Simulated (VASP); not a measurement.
Al5GaP6: single point with PBE

Crystal: Al5GaP6.

```xyz
12
Lattice="3.8945 0.0000 0.0000 0.0000 3.8945 0.0000 0.0000 0.0000 16.5182" Properties=species:S:1:pos:R:3 pbc="T T T"
Al    1.9472    1.9472   13.7655
Al    0.0000    0.0000   11.0126
Al    1.9472    1.9472    8.2591
Al    0.0000    0.0000    5.5056
Al    1.9472    1.9472    2.7527
Ga    0.0000    0.0000    0.0000
P     1.9472    0.0000   12.3894
P     0.0000    1.9472    9.6358
P     1.9472    0.0000    6.8824
P     0.0000    1.9472    4.1288
P     1.9472    0.0000    1.3824
P     0.0000    1.9472   15.1358
```

```
Program                : VASP 6.6.1
Task                   : single point
Functional             : PBE
Potentials or basis    : VASP PAW PBE potentials, release 64 (Al, Ga_d, P)
Cutoff                 : 520 eV
k mesh                 : 4 × 4 × 1
Occupations            : gaussian, width 0.1 eV
Spin                   : no spin polarisation
Dipole correction      : no
Further INCAR settings : ALGO = Normal; EDIFF = 1e-07; NBANDS = 41
```

The pressure is 0.1 GPa, the largest force is 0.023 eV/Å and the band gap on the k mesh is 1.61 eV, indirect (the least direct gap lies 1.6 meV higher).

Forces on the atoms (eV/Å):
```
Al   0.000  0.000  0.005
Al   0.000  0.000  0.002
Al   0.000  0.000  0.000
Al   0.000  0.000 -0.002
Al   0.000  0.000 -0.005
Ga   0.000  0.000  0.000
P    0.000  0.000  0.002
P    0.000  0.000 -0.001
P    0.000  0.000  0.001
P    0.000  0.000 -0.002
P    0.000  0.000  0.023
P    0.000  0.000 -0.023
```

Stress tensor (GPa, compression positive):
```
 0.33  0.00  0.00
 0.00  0.33  0.00
 0.00  0.00 -0.46
```

Levels at points of the mesh, in eV from the valence-band top:
| k point | band 26 | band 27 | band 28 | band 29 | band 30 | band 31 | band 32 | band 33 |
| --- | --- | --- | --- | --- | --- | --- | --- | --- |
| (0.00, 0.00, 0.00) | -0.73 | -0.02 | 0.00 | 0.00 | 1.61 | 2.00 | 2.26 | 2.32 |
| (0.50, 0.00, 0.00) | -0.86 | -0.86 | -0.84 | -0.75 | 2.55 | 3.06 | 3.07 | 3.16 |
| (0.50, 0.50, 0.00) | -2.16 | -2.15 | -2.15 | -2.15 | 1.61 | 1.61 | 2.15 | 2.50 |

Wall time 73 s on 1 thread of AMD EPYC 7R43 64-Core Processor (Zen 3), with other jobs on the host, peak memory 0.3 GiB.

A k mesh can miss the band edges. A hybrid or GW would open this gap; PBE tends to underestimate it.
